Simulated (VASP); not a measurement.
# Sn (P-1) in VASP: single point with PBEsol

Aim: the single point of Sn with PBEsol.

Everything below comes from runs of VASP 6.6.1. Logs are shortened: lines on timing, memory, paths and dates and some standing lists are left out, and cuts for length are marked.

**1. The cell of the first run**

The typed cell holds 2 atoms: a = 4.647 Å, b = 4.580 Å, c = 4.695 Å, α = 62.44°, β = 59.51°, γ = 56.86°.

**2. Single point, PBEsol**

Contents of INCAR:

```
SYSTEM = Sn
PREC = Accurate ; ENCUT = 520
EDIFF = 1E-6 ; ISMEAR = 0
SIGMA = 0.15 ; LREAL = .FALSE.
LASPH = .TRUE. ; NELM = 100
ALGO = Fast ; ISIF = 2
LWAVE = .FALSE. ; LCHARG = .FALSE.
GGA = PS ; NBANDS = 21
```

Contents of KPOINTS:

```
Automatic mesh
0
G
  10 10 10
  0 0 0
```

Contents of POSCAR:

```
Sn
1.0
    0.0876039628      3.2417115343      3.3280829434
    3.1053023067      0.0498829364      3.3658039698
    3.2310483523      3.4051786063     -0.0758631091
Sn
2
Direct
    0.5079547999      0.5031301302      0.4907649369
    0.7420452001      0.7468698698      0.7592350631
```

Potentials or basis: VASP PAW PBE potentials, release 64 (Sn_d).

Command:

```sh
$ cat potpaw_PBE.64/Sn_d/POTCAR > POTCAR
$ mpirun -np 1 vasp_std > vasp.out
```

OUTCAR:

```text
SYSTEM = Sn
   PREC = Accurate
   ENCUT = 520
   EDIFF = 1E-6
   ISMEAR = 0
   LREAL = .FALSE.
   LASPH = .TRUE.
   NELM = 100
   ISIF = 2
   GGA = PS

 ion  position               nearest neighbor table
   1  0.508  0.503  0.491-   2 2.81   2 2.83   2 2.84   2 2.87
   2  0.742  0.747  0.759-   1 2.81   1 2.83   1 2.84   1 2.87

  Warning from LATTYP: Got some problem with cell dimensions!
  Tried to take original basis but could not verify dimensions!
  LATTYP: Found a triclinic cell.
 ALAT       =     4.5797409410
 B/A-ratio  =     2.4416300300
 C/A-ratio  =     2.6981165214
 COS(alpha) =     0.0088511744
 COS(beta)  =     0.5870033676
 COS(gamma) =     0.8072271890

  Lattice vectors:

 A1 = (  -3.1053023067,  -0.0498829364,  -3.3658039698)
 A2 = (  -5.9972546050,   6.4972413314,  -6.8451920751)
 A3 = (  -3.4062562779,  -9.8886016749,  -6.5803027777)

Analysis of symmetry for initial positions (statically):
=====================================================================
 Subroutine PRICEL returns:
 Original cell was already a primitive cell.

 Routine SETGRP: Setting up the symmetry group for a
 triclinic supercell.

 Subroutine GETGRP returns: Found  2 space group operations
 (whereof  1 operations were pure point group operations)
 out of a pool of  2 trial point group operations.

The static configuration has the point symmetry C_1 .
 The point group associated with its full space group is S_2 .

Analysis of symmetry for dynamics (positions and initial velocities):
=====================================================================
 Subroutine PRICEL returns:
 Original cell was already a primitive cell.

 Routine SETGRP: Setting up the symmetry group for a
 triclinic supercell.

 Subroutine GETGRP returns: Found  2 space group operations
 (whereof  1 operations were pure point group operations)
 out of a pool of  2 trial point group operations.

The dynamic configuration has the point symmetry C_1 .
 The point group associated with its full space group is S_2 .

 Subroutine INISYM returns: Found  2 space group operations
 (whereof  1 operations are pure point group operations),
 and found     1 'primitive' translations

----------------------------------------------------------------------------------------

                                     Primitive cell

  volume of cell :      69.6683

  direct lattice vectors                    reciprocal lattice vectors
[... 84 lines left out ...]
   LASPH  =      T    aspherical Exc in radial PAW
   ENCUT  =  520.0 eV  38.22 Ry    6.18 a.u.   8.64  8.52  8.73*2*pi/ulx,y,z
   NELM   =    100;   NELMIN=  2; NELMDL= -5     # of ELM steps
   EDIFF  = 0.1E-05   stopping-criterion for ELM
   LREAL  =      F    real-space projection
   EDIFFG = 0.1E-04   stopping-criterion for IOM
   NSW    =      0    number of steps for IOM
   IBRION =     -1    ionic relax: 0-MD 1-quasi-New 2-CG
   NFREE  =      0    steps in history (QN), initial steepest desc. (CG)
   ISIF   =      2    stress and relaxation
   ISYM   =      2    0-nonsym 1-usesym 2-fastsym
   POTIM  = 0.5000    time-step for ionic-motion
   TEBEG  =    0.0;   TEEND  =   0.0 temperature during run
   PSTRESS=    0.0 pullay stress
   NELECT =      28.0000    total number of electrons
   NUPDOWN=      -1.0000    fix difference up-down
   EMIN   =  10.00;   EMAX   =-10.00  energy-range for DOS
   EFERMI =   0.00;   METHOD = LEGACY
   ISMEAR =     0;   SIGMA  =   0.15  broadening in eV -4-tet -1-fermi 0-gaus
   EFERMI_NEDOS =   21; number of points for ismear=-14 and -15
   IALGO  =     68    algorithm
   IMIX   =      4    mixing-type and parameters
     AMIX     =   0.40;   BMIX     =  1.00
     AMIX_MAG =   1.60;   BMIX_MAG =  1.00
  volume/ion in A,a.u.               =      34.83       235.07
  Fermi-wavevector in a.u.,A,eV,Ry     =   1.208136  2.283046 19.858964  1.459593
  Thomas-Fermi vector in A             =   2.343753
   LORBIT       =      0    0 simple, 1 ext, 2 COOP (PROOUT), +10 PAW based schemes
   GGA     = PS    functional components
   LHFCALC =     F    Hartree Fock is set to
   AEXX    =    0.0000 exact exchange contribution
   IVDW    =     0    specifies the selected vdW correction
   LEPSILON=     F    determine dielectric tensor
   LRPA    =     F    only Hartree local field effects (RPA)
 non-spin polarized calculation
 RMM-DIIS sequential band-by-band and
 Gauss-broadening in eV      SIGMA  =   0.15
  energy-cutoff  :      520.00
  volume of cell :       69.67
 maximum number of plane-waves:      1900
   NGX = 17   NGY = 17   NGZ = 17

 number of electron      27.9999997 magnetization

 Free energy of the ion-electron system (eV)
  ---------------------------------------------------
  ext. energy  EPLUGINS =         0.00000000
  ---------------------------------------------------
  free energy    TOTEN  =        -8.41212383 eV

  energy without entropy =       -8.41014157  energy(sigma->0) =       -8.41113270

 E-fermi :   5.3095     XC(G=0):  -8.9920

 val. band max:        5.2738810612   @ k =   0.0000   0.0000   0.0000
 cond. band min:       5.3207011583   @ k =  -0.0000   0.0000   0.2000
 fundamental gap:      0.0468200971
 Fermi energy:         5.3095334784

 k-point     1 :       0.0000    0.0000    0.0000
  band No.  band energies     occupation
      1     -16.3074      2.00000
      2     -16.2726      2.00000
      3     -16.2324      2.00000
      4     -16.2182      2.00000
      5     -16.2081      2.00000
      6     -15.9678      2.00000
[... 565 lines left out ...]
     20      12.8750      0.00000
     21      14.6848      0.00000

 [... further k-points ...]

------------------------ aborting loop because EDIFF is reached ----------------------------------------

  FORCE on cell =-STRESS in cart. coord.  units (eV):
  Direction    XX          YY          ZZ          XY          YZ          ZX
  --------------------------------------------------------------------------------------
  -------------------------------------------------------------------------------------
  Total        0.5326199     -0.0217347     -0.4233853     -0.7669270      0.3808293      0.1423813
  in kB       12.2487835     -0.4998374     -9.7366904    -17.6371980      8.7580195      3.2743758
  external PRESSURE =       0.6707519 kB  Pullay stress =       0.0000000 kB

 VOLUME and BASIS-vectors are now :
 -----------------------------------------------------------------------------
  energy-cutoff  :      520.00
  volume of cell :       69.67
      direct lattice vectors                 reciprocal lattice vectors
     0.087603963  3.241711534  3.328082943    -0.164564847  0.159479394  0.149464527
     3.105302307  0.049882936  3.365803970     0.166196798 -0.154443953  0.146061037
     3.231048352  3.405178606 -0.075863109     0.154230200  0.144109306 -0.144429086

 POSITION                                       TOTAL-FORCE (eV/Angst)
 -----------------------------------------------------------------------------------
      3.19256      3.34288      3.34672         0.001210      0.003147     -0.005540
      4.83739      5.02808      4.92581        -0.001210     -0.003147      0.005540
 -----------------------------------------------------------------------------------
    total drift:                               -0.000000     -0.000000      0.000000

  FREE ENERGIE OF THE ION-ELECTRON SYSTEM (eV)
  ---------------------------------------------------
  free  energy   TOTEN  =        -8.4121238296 eV

  energy  without entropy=       -8.4101415734  energy(sigma->0) =       -8.41113270
```

stdout:

```text
POSCAR found type information on POSCAR Sn
 POSCAR found :  1 types and       2 ions
 scaLAPACK will be used
 -----------------------------------------------------------------------------
|                                                                             |
|                                                                             |
|     You enforced a specific xc type in the INCAR file but a different       |
|     I HOPE YOU KNOW WHAT YOU ARE DOING!                                     |
|                                                                             |
 -----------------------------------------------------------------------------

 LDA part: xc-table for (Slater+PW92), standard interpolation
 POSCAR, INCAR and KPOINTS ok, starting setup
 FFT: planning ... GRIDC
 FFT: planning ... GRID_SOFT
 FFT: planning ... GRID
 WAVECAR not read
 entering main loop
WARNING in EDDRMM: call to ZHEGV failed, returncode =   8  4     21
WARNING in EDDRMM: call to ZHEGV failed, returncode =   6  3     18
WARNING in EDDRMM: call to ZHEGV failed, returncode =   8  4     19
WARNING in EDDRMM: call to ZHEGV failed, returncode =   6  3     19
```

It took 4.4 min on 1 thread of Intel Xeon 6975P-C (Granite Rapids), shared host; peak memory 0.65 GiB.

What came out:

| Property | Result |
| --- | --- |
| Free energy | -8.4121 eV |
| Pressure | 0.1 GPa |
| Largest force | 0.006 eV/Å |
| Band gap on the k mesh | zero (bands 14 and 15 overlap by 0.88 eV) |

Forces on the atoms (eV/Å):
```
Sn   0.001  0.003 -0.006
Sn  -0.001 -0.003  0.006
```

Levels at points of the mesh, in eV from the Fermi level:
```tsv
k point	band 10	band 11	band 12	band 13	band 14	band 15	band 16	band 17	band 18	band 19
(0.00, 0.00, 0.00)	-21.19	-10.51	-1.00	-0.31	-0.04	0.54	1.89	2.28	2.43	4.89
(0.50, 0.00, 0.00)	-21.18	-8.77	-6.19	-1.51	-1.05	-0.56	2.85	3.26	5.35	8.14
(0.00, 0.50, 0.00)	-21.19	-8.84	-6.21	-1.30	-1.06	-0.33	2.96	3.22	5.42	7.40
(0.50, 0.50, 0.00)	-21.13	-7.68	-7.53	-2.54	-1.86	0.53	1.46	7.20	7.41	8.86
(0.00, 0.00, 0.50)	-21.15	-9.10	-6.36	-1.18	-0.54	0.27	3.27	3.58	5.81	7.88
(0.50, 0.00, 0.50)	-21.16	-7.51	-7.48	-2.40	-2.30	0.74	0.88	7.03	7.16	8.57
(0.00, 0.50, 0.50)	-21.17	-7.38	-7.26	-2.79	-2.49	0.28	0.71	7.31	7.47	8.90
(0.50, 0.50, 0.50)	-21.15	-8.95	-6.31	-1.46	-0.66	-0.17	3.13	3.55	5.68	7.92
```

Caveat: the PAW data sets were made with another functional, which shifts forces and pressure a little; spin-orbit coupling is left out, which moves the levels of the heavy elements.
